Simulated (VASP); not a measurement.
# Se (P3_221) in VASP: notebook, part 4 of 4

VASP 6.6.1. Earlier steps stand in the parts before.

### 5 Electric field gradients, LDA (zz strain of -1 %)

INCAR

```
PREC = Accurate
ENCUT = 520
EDIFF = 1E-8
ISMEAR = -1
SIGMA = 0.03
LREAL = F
LASPH = T
NELM = 60
ALGO = Normal
ISIF = 2
LWAVE = F
LCHARG = F
LEFG = T
NBANDS = 16
```

KPOINTS

```
regular mesh
0
Gamma
  8 8 6
```

POSCAR

```
Se
1.0
    4.3551696776      0.0000000000      0.0000000000
   -2.1775848388      3.7716875786      0.0000000000
    0.0000000000      0.0000000000      4.8999555000
Se
3
Direct
    0.2170000000      0.0000000000      0.1666666667
    0.0000000000      0.2170000000      0.8333333333
    0.7830000000      0.7830000000      0.5000000000
```

Potentials or basis: VASP PAW LDA potentials, release 64 (Se).

Started as:

```sh
cat potpaw_LDA.64/Se/POTCAR > POTCAR
mpirun -np 1 vasp_std > vasp.out
```

OUTCAR:

```text
PREC = Accurate
   ENCUT = 520
   EDIFF = 1E-8
   ISMEAR = -1
   LREAL = F
   LASPH = T
   NELM = 60
   ISIF = 2

 ion  position               nearest neighbor table
   1  0.217  0.000  0.167-   3 2.31   2 2.31
   2  0.000  0.217  0.833-   3 2.31   1 2.31
   3  0.783  0.783  0.500-   1 2.31   2 2.31

  LATTYP: Found a hexagonal cell.
 ALAT       =     4.3551696776
 C/A-ratio  =     1.1250894598

  Lattice vectors:

 A1 = (   4.3551696776,   0.0000000000,   0.0000000000)
 A2 = (  -2.1775848388,   3.7716875786,   0.0000000000)
 A3 = (   0.0000000000,   0.0000000000,   4.8999555000)

Analysis of symmetry for initial positions (statically):
=====================================================================
 Subroutine PRICEL returns:
 Original cell was already a primitive cell.

 Routine SETGRP: Setting up the symmetry group for a
 hexagonal supercell.

 Subroutine GETGRP returns: Found  6 space group operations
 (whereof  2 operations were pure point group operations)
 out of a pool of 24 trial point group operations.

The static configuration has the point symmetry C_2 .
 The point group associated with its full space group is D_3 .

Analysis of symmetry for dynamics (positions and initial velocities):
=====================================================================
 Subroutine PRICEL returns:
 Original cell was already a primitive cell.

 Routine SETGRP: Setting up the symmetry group for a
 hexagonal supercell.

 Subroutine GETGRP returns: Found  6 space group operations
[... 601 lines left out ...]
      3      -8.3930      2.00000
      4      -2.6502      2.00000
      5      -2.3499      2.00000
      6      -0.6144      2.00000
[... 8 lines left out ...]
     15      11.3428      0.00000
     16      12.2750      0.00000

 [... further k-points ...]

------------------------ aborting loop because EDIFF is reached ----------------------------------------

  FORCE on cell =-STRESS in cart. coord.  units (eV):
  Direction    XX          YY          ZZ          XY          YZ          ZX
  --------------------------------------------------------------------------------------
  -------------------------------------------------------------------------------------
  Total        0.7653415      0.7653415      2.3439049     -0.0000000      0.0000000      0.0000000
  in kB       15.2346646     15.2346646     46.6570899     -0.0000000      0.0000000      0.0000000
  external PRESSURE =      25.7088063 kB  Pullay stress =       0.0000000 kB

 VOLUME and BASIS-vectors are now :
 -----------------------------------------------------------------------------
  energy-cutoff  :      520.00
  volume of cell :       80.49
      direct lattice vectors                 reciprocal lattice vectors
     4.355169678  0.000000000  0.000000000     0.229612179  0.132566653  0.000000000
    -2.177584839  3.771687579  0.000000000     0.000000000  0.265133307  0.000000000
     0.000000000  0.000000000  4.899955500     0.000000000  0.000000000  0.204083486

 POSITION                                       TOTAL-FORCE (eV/Angst)
 -----------------------------------------------------------------------------------
      0.94507      0.00000      0.81666         1.131619     -0.000000      0.000000
     -0.47254      0.81846      4.08330        -0.565809      0.980011     -0.000000
      1.70505      2.95323      2.44998        -0.565809     -0.980011      0.000000
 -----------------------------------------------------------------------------------
    total drift:                                0.000000      0.000000     -0.000000

  FREE ENERGIE OF THE ION-ELECTRON SYSTEM (eV)
  ---------------------------------------------------
  free  energy   TOTEN  =       -12.2378152440 eV

  energy  without entropy=      -12.2378152436  energy(sigma->0) =      -12.23781524

 Electric field gradients (V/A^2)
---------------------------------------------------------------------
 ion       V_xx      V_yy      V_zz      V_xy      V_xz      V_yz
---------------------------------------------------------------------
   1     148.744  -334.659   185.915     0.000     0.000  -315.712
   2    -213.808    27.894   185.915  -209.319   273.415   157.856
   3    -213.808    27.894   185.915   209.320  -273.415   157.856
---------------------------------------------------------------------

 Electric field gradients after diagonalization (V/A^2)
 (convention: |V_zz| > |V_xx| > |V_yy|)
----------------------------------------------------------------------
 ion       V_xx      V_yy      V_zz     asymmetry (V_yy - V_xx)/ V_zz
----------------------------------------------------------------------
   1     334.802   148.744  -483.546       0.385
   2     334.802   148.744  -483.546       0.385
   3     334.802   148.745  -483.546       0.385
----------------------------------------------------------------------

           NMR quadrupolar parameters

 Cq : quadrupolar parameter    Cq=e*Q*V_zz/h
 eta: asymmetry parameters     (V_yy - V_xx)/ V_zz
 Q  : nuclear electric quadrupole moment in mb (millibarn)
----------------------------------------------------------------------
 ion       Cq(MHz)       eta       Q (mb)
----------------------------------------------------------------------
   1      -1.169       0.385       1.000
   2      -1.169       0.385       1.000
   3      -1.169       0.385       1.000
----------------------------------------------------------------------
```

OSZICAR:

```text
N       E                     dE             d eps       ncg     rms          rms(c)
DAV:   1     0.791719574127E+02    0.79172E+02   -0.72302E+03  1600   0.937E+02
DAV:   2    -0.719420339840E+01   -0.86366E+02   -0.82015E+02  2128   0.152E+02
DAV:   3    -0.123334402383E+02   -0.51392E+01   -0.51217E+01  1984   0.427E+01
DAV:   4    -0.123706837903E+02   -0.37244E-01   -0.37235E-01  2080   0.428E+00
DAV:   5    -0.123709510478E+02   -0.26726E-03   -0.26725E-03  2056   0.355E-01    0.808E+00
DAV:   6    -0.122756900473E+02    0.95261E-01   -0.43135E-02  1936   0.120E+00    0.495E+00
DAV:   7    -0.122388536358E+02    0.36836E-01   -0.81948E-02  1824   0.160E+00    0.212E-01
DAV:   8    -0.122377894487E+02    0.10642E-02   -0.86752E-03  1832   0.568E-01    0.104E-01
DAV:   9    -0.122378129073E+02   -0.23459E-04   -0.30648E-04  2192   0.104E-01    0.317E-02
DAV:  10    -0.122378148907E+02   -0.19834E-05   -0.14955E-05  1992   0.242E-02    0.635E-03
DAV:  11    -0.122378154144E+02   -0.52374E-06   -0.26302E-06  2136   0.919E-03    0.260E-03
DAV:  12    -0.122378152433E+02    0.17114E-06   -0.51501E-07  1944   0.442E-03    0.781E-04
DAV:  13    -0.122378152431E+02    0.17951E-09   -0.10122E-07  2120   0.171E-03    0.263E-04
DAV:  14    -0.122378152440E+02   -0.86004E-09   -0.76979E-09  1168   0.518E-04
   1 F= -.12237815E+02 E0= -.12237815E+02  d E =-.388165E-09
```

stdout:

```text
POSCAR found type information on POSCAR Se
 POSCAR found :  1 types and       3 ions
 scaLAPACK will be used
 LDA part: xc-table for (Slater(with rela. corr.)+CA(PZ))
 , standard interpolation
 POSCAR, INCAR and KPOINTS ok, starting setup
 FFT: planning ... GRIDC
 FFT: planning ... GRID_SOFT
 FFT: planning ... GRID
 WAVECAR not read
 entering main loop
ion   1

ion   2
     0.0000499     3.1269581    -2.2612203    -2.2423728    -3.9165485     1.8053501
     0.0000687     3.1269581    -2.2612203    -2.2423728    -3.9165485     1.8053501
     0.0000946     3.1269581    -2.2612203    -2.2423727    -3.9165484     1.8053501
     0.0001302     3.1269580    -2.2612203    -2.2423727    -3.9165484     1.8053501

     0.0000499   191.4895657  -144.2644819  -147.0774300  -249.8734123   110.5565523
     0.0000687   191.4849265  -144.2609774  -147.0738624  -249.8673425   110.5538738
     0.0000946   191.4774067  -144.2552972  -147.0680803  -249.8575041   110.5495323
     0.0001302   191.4652783  -144.2461361  -147.0587560  -249.8416366   110.5425299

ion   3
     0.0000499    -3.1269581    -2.2612203    -2.2423728     3.9165485     1.8053501
     0.0000687    -3.1269581    -2.2612203    -2.2423728     3.9165485     1.8053501
     0.0000946    -3.1269581    -2.2612203    -2.2423727     3.9165484     1.8053501
     0.0001302    -3.1269580    -2.2612203    -2.2423727     3.9165484     1.8053501

     0.0000499  -191.4895657  -144.2644819  -147.0774300   249.8734123   110.5565523
     0.0000687  -191.4849265  -144.2609774  -147.0738624   249.8673425   110.5538738
     0.0000946  -191.4774067  -144.2552972  -147.0680803   249.8575041   110.5495323
     0.0001302  -191.4652783  -144.2461361  -147.0587560   249.8416366   110.5425299
```

Run time: 60 s. Hardware: 1 thread of Intel Xeon 8259CL, shared host; peak memory 0.18 GiB.

What came out:

| Item | Value |
| --- | --- |
| Free energy | -12.2378 eV |
| Pressure | 2.6 GPa |
| Largest force | 1.132 eV/Å |
| Band gap on the k mesh | 1.09 eV (least direct gap 1.17 eV) |
| Largest electric field gradient by atom | Se -483.5 V/Å² |

Forces in eV/Å, atoms in the order of the input:
```
Se   1.132  0.000  0.000
Se  -0.566  0.980  0.000
Se  -0.566 -0.980  0.000
```

Electric field gradients, principal values (V/Å²):
```
atom    least   middle  greatest (by size)
1 Se  148.744  334.802            -483.546
2 Se  148.744  334.802            -483.546
3 Se  148.745  334.802            -483.546
```

Caveat: the cell differs from its parent crystal (zz strain of -1 %); without QUAD_EFG the Cq values of the log hold for a quadrupole moment of 1 mb, not for the nuclei; forces of over 1 eV/Å act on the atoms, so gaps and moduli don't describe the material at rest. A k mesh can miss the band edges.
